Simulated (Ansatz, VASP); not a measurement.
## Co in VASP and in Ansatz

File INCAR:

```
PREC     = Accurate       # precision mode
ENCUT    = 520            # plane-wave cutoff, eV
EDIFF    = 1E-8           # SCF threshold, eV
ISMEAR   = 0              # smearing method
SIGMA    = 0.05           # smearing width, eV
LREAL    = False          # projectors in reciprocal space
LASPH    = True           # aspherical terms in the spheres
NELM     = 150            # most SCF steps
ALGO     = Normal         # electronic algorithm
ISIF     = 2              # what is computed and relaxed
LWAVE    = False          # write WAVECAR
LCHARG   = False          # write CHGCAR
ISPIN    = 2              # spin polarisation
MAGMOM   = 1.72 1.72      # initial moments
LORBIT   = 11             # projections on sites
LMAXMIX  = 4              # l up to which the mixer works
LEFG     = True         
NBANDS   = 20             # bands
```

Contents of KPOINTS:

```
Automatic mesh
0
Gamma
  20 20 12
```

File POSCAR:

```
Co
1.0
    2.4294651523      0.0000000000      0.0000000000
   -1.2147325761      2.1039785395      0.0000000000
    0.0000000000      0.0000000000      3.9179744593
Co
2
Direct
    0.3333333333      0.6666666667      0.2500000000
    0.6666666667      0.3333333333      0.7500000000
```

Input for Ansatz:

```yaml
crystal:
  lattice:
    - [2.4294651523, 0.0, 0.0]
    - [-1.2147325761, 2.1039785395, 0.0]
    - [0.0, 0.0, 3.9179744593]
  atoms:
    - { symbol: Co, position: [0.3333333333, 0.6666666667, 0.25], spin: 1.72 }
    - { symbol: Co, position: [0.6666666667, 0.3333333333, 0.75], spin: 1.72 }
basis:
  ecutwfc: 420
  ecutrho_ratio: 4
kpoints:
  mp_grid: { grid: [20, 20, 12] }
hamiltonian:
  xc: lda
scf:
  occupations: { method: gaussian, width: 0.05 }
  lower_state_search: "off"
output:
  forces: true
  stress: true
  eigenvalues: true
  populations: true
  efg: { contact_densities: true, quadrupole_moments_barn: { Co: 0.42 } }
magnetization:
  spin_polarized: true
checkpoint:
  read: start.run
  write: ck
  compress: false
  write_wavefunctions: false
  write_every: 100000
```

Alike in both runs: task electric field gradients; functional LDA; k mesh 20 × 20 × 12; occupations gaussian, width 0.05 eV; collinear spin.

```csv
,VASP,Ansatz
version,VASP 6.6.1,Ansatz 0.2.0
potentials or method,"VASP PAW LDA potentials, release 64 (Co), cutoff 520 eV","scalar-relativistic, plane waves, PAW"
valence electrons in the cell,18,34
```

|  | VASP | Ansatz | Ansatz less VASP |
| --- | --- | --- | --- |
| gap on the k mesh at the Fermi level (eV) | none | none | - |
| pressure (GPa) | -1.2 | 0.0 | +1.24 |
| traceless stress, the component that is largest in VASP (GPa) | -0.19 | 0.00 | +0.190 |
| net moment per atom (μB) | 1.49 | 1.52 | +0.029 |
| size of the moment on the site where the two differ most (μB) | 1.49 | 1.57 | +0.080 |
| size of Vzz on the site where it differs most (V/Å²) | 5.4 | 4.6 | -0.85 |

LDA's correlation is that of Perdew and Zunger in VASP and of Perdew and Wang (1992) in Ansatz. Site moments also hang on the region over which each program counts them. A gap of «none» marks a metal or a gap that the smearing closes. VASP's potentials hold 18 valence electrons a cell and Ansatz's 34, so a difference there can come from the potentials and not from the codes. Ansatz's warnings: stability check not made.
